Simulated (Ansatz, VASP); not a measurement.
## Al: VASP beside Ansatz

The input INCAR:

```
SYSTEM = Al
PREC = Accurate
ENCUT = 520
EDIFF = 1E-6
ISMEAR = 0
SIGMA = 0.15
LREAL = .FALSE.
LASPH = .TRUE.
NELM = 80
ALGO = Normal
ISIF = 2
LWAVE = .FALSE.
LCHARG = .FALSE.
NBANDS = 8
```

File KPOINTS:

```
regular mesh
0
G
  20 20 20
  0 0 0
```

Contents of POSCAR:

```
Al
1.0
   -1.6707796245      1.6707796245      1.6309991572
    1.6707796245     -1.6707796245      1.6309991572
    1.6707796245      1.6707796245     -1.6309991572
Al
1
Direct
    0.0000000000      0.0000000000      0.0000000000
```

Input for Ansatz:

```yaml
crystal:
  lattice:
    - [-1.6707796245, 1.6707796245, 1.6309991572]
    - [1.6707796245, -1.6707796245, 1.6309991572]
    - [1.6707796245, 1.6707796245, -1.6309991572]
  atoms:
    - { symbol: Al, position: [0.0, 0.0, 0.0] }
basis:
  ecutwfc: 420
kpoints:
  mp_grid: { grid: [20, 20, 20] }
hamiltonian:
  xc: lda
scf:
  occupations: { method: gaussian, width: 0.15 }
output:
  forces: true
  stress: true
  eigenvalues: true
```

Change from the starting cell: strain +0.050 along x and y, +0.025 along z, atoms carried along.

Alike in both runs: task single point; functional LDA; k mesh 20 × 20 × 20; occupations gaussian, width 0.15 eV; no spin polarisation.

|  | VASP | Ansatz |
| --- | --- | --- |
| version | VASP 6.6.1 | Ansatz 0.2.0 |
| potentials or method | VASP PAW LDA potentials, release 64 (Al), cutoff 520 eV | scalar-relativistic, plane waves, PAW |
| valence electrons in the cell | 3 | 3 |

|  | VASP | Ansatz | Ansatz less VASP |
| --- | --- | --- | --- |
| gap on the k mesh at the Fermi level (eV) | none | none | - |
| pressure (GPa) | -6.6 | -6.7 | -0.02 |
| traceless stress, the component that is largest in VASP (GPa) | -0.24 | -0.23 | +0.005 |

LDA's correlation is that of Perdew and Zunger in VASP and of Perdew and Wang (1992) in Ansatz. A gap of «none» marks a metal or a gap that the smearing closes.
